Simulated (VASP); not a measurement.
LiGa12O18 (a cell with a defect): single point with PBE

LiGa12O18 (a cell with a defect):

```xyz
31
Lattice="0.0000 9.2497 0.0000 -1.3977 0.0000 5.7086 6.2280 -1.5416 0.0067" Properties=species:S:1:pos:R:3 pbc="T T T"
Ga    3.4176    0.0273    3.7116
Ga    1.5493    1.5590    1.8358
Ga    4.9752    1.5851    1.2190
Ga   -0.1600   -0.0144    4.4570
Ga    3.2963    3.1041    3.9934
Ga    1.5920    4.6233    1.7948
Ga    4.8383    4.6220    1.2607
Ga    0.0329    3.1034    4.5441
Ga    3.2451    6.1468    4.0018
Ga    1.5572    7.6603    1.8242
Ga    4.9582    7.6687    1.2215
Ga   -0.0202    6.1583    4.5484
O    -0.9716    1.5862    4.1799
O     5.8645   -0.0032    1.5421
O     3.4507    1.5096    2.3939
O     1.4342    0.0093    3.3496
O     1.7365   -0.0207    0.5809
O     3.0368    1.5042    5.1409
O    -0.9989    4.6144    4.2448
O     5.8841    3.1239    1.5603
O     3.4211    4.6167    2.5066
O     1.4565    3.0731    3.3002
O     1.7978    3.0693    0.6332
O     2.9891    4.6238    5.1815
O    -1.0588    7.6688    4.2245
O     5.8691    6.1328    1.5617
O     3.4536    7.7403    2.4095
O     1.4292    6.2107    3.3096
O     1.8641    6.1567    0.6196
O     3.0755    7.7809    5.1356
Li    1.9830    9.2554    5.5828
```

* Program: VASP 6.6.1
* Task: single point
* Functional: PBE
* Potentials or basis: VASP PAW PBE potentials, release 64 (Ga_d, O, Li_sv)
* Cutoff: 520 eV
* k mesh: 1 × 1 × 1
* Occupations: fermi-dirac, width 0.01 eV
* Spin: no spin polarisation
* Dipole correction: no
* Charge: 1
* Further INCAR settings: LREAL = Auto; ALGO = Normal; EDIFF = 1e-06; NBANDS = 154; NELECT = 266.0

```
Largest force : 0.027 eV/Å
```

Forces in eV/Å, atoms in the order of the input:
```
Ga   0.014 -0.002  0.016
Ga  -0.007 -0.004  0.000
Ga   0.003  0.010  0.004
Ga  -0.016  0.004 -0.008
Ga   0.018 -0.010 -0.005
Ga  -0.010  0.003  0.003
Ga  -0.009 -0.001 -0.008
Ga   0.005  0.005  0.012
Ga   0.014  0.011 -0.006
Ga  -0.011  0.005 -0.005
Ga   0.007 -0.010  0.005
Ga   0.004  0.000  0.006
O    0.004 -0.001 -0.003
O   -0.002 -0.005  0.007
O    0.005  0.022 -0.004
O   -0.001 -0.006 -0.001
O   -0.023  0.005  0.014
O   -0.009  0.002 -0.005
O   -0.012 -0.001 -0.006
O    0.007 -0.003  0.008
O    0.014  0.000  0.006
O   -0.010  0.000 -0.006
O    0.009  0.005 -0.020
O   -0.008  0.001  0.020
O    0.002  0.002 -0.004
O    0.005  0.002  0.006
O    0.005 -0.020  0.005
O   -0.016 -0.007 -0.004
O    0.014  0.004 -0.017
O   -0.006 -0.005 -0.007
Li   0.013 -0.004 -0.004
```

Levels at points of the mesh, in eV from the Fermi level:
```
           k point  band 131  band 132  band 133  band 134  band 135  band 136
(0.00, 0.00, 0.00)     -0.46     -0.45     -0.32      1.66      4.82      4.93
```

It took 2.1 min on 1 thread of Intel(R) Xeon(R) Platinum 8259CL CPU @ 2.50GHz (Skylake/Cascade Lake) (shared host), peak memory 0.38 GiB.

Caveat: the k points lie up to 1.10 Å⁻¹ apart, too coarse for converged energies, forces and pressures; the cell carries a net charge on a neutralising background, which shifts energy and pressure; the cell is charged against a uniform background, so pressure and absolute levels hang on convention.
